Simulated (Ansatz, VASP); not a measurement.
# One calculation of Ni, two programs

```xyz
2
Lattice="-1.3591 1.3591 1.3591 1.3591 -1.3591 1.3591 2.7181 2.7181 0.0000" Properties=species:S:1:pos:R:3 pbc="T T T"
Ni   -0.1287    0.1287   -0.1690
Ni    1.4878    1.2304    1.5281
```

Change from the starting cell: mode 1 frozen in at -0.182 Å and mode 5 at -0.169 Å (largest displacements).

Alike in both runs: task single point; functional LDA; k mesh 20 × 20 × 12; occupations gaussian, width 0.15 eV; no spin polarisation.

```csv
,VASP,Ansatz
version,VASP 6.6.1,Ansatz 0.2.0
potentials or method,"VASP PAW LDA potentials, release 64 (Ni), cutoff 520 eV","scalar-relativistic, plane waves, PAW"
valence electrons in the cell,20,36
```

|  | VASP | Ansatz | Ansatz less VASP |
| --- | --- | --- | --- |
| gap on the k mesh at the Fermi level (eV) | none | none | - |
| pressure (GPa) | 7.0 | 6.3 | -0.79 |
| traceless stress, the component that is largest in VASP (GPa) | -9.60 | -9.73 | -0.138 |
| rms of the force components (eV/Å) | 0.725 | 0.736 | +0.0111 |

Ansatz warns that its potentials were made for another functional, while VASP's fit it. LDA's correlation is that of Perdew and Zunger in VASP and of Perdew and Wang (1992) in Ansatz. Atom by atom the forces differ by 0.012 eV/Å (rms over components). A gap of «none» marks a metal or a gap that the smearing closes. VASP's potentials hold 20 valence electrons a cell and Ansatz's 36, so a difference there can come from the potentials and not from the codes.
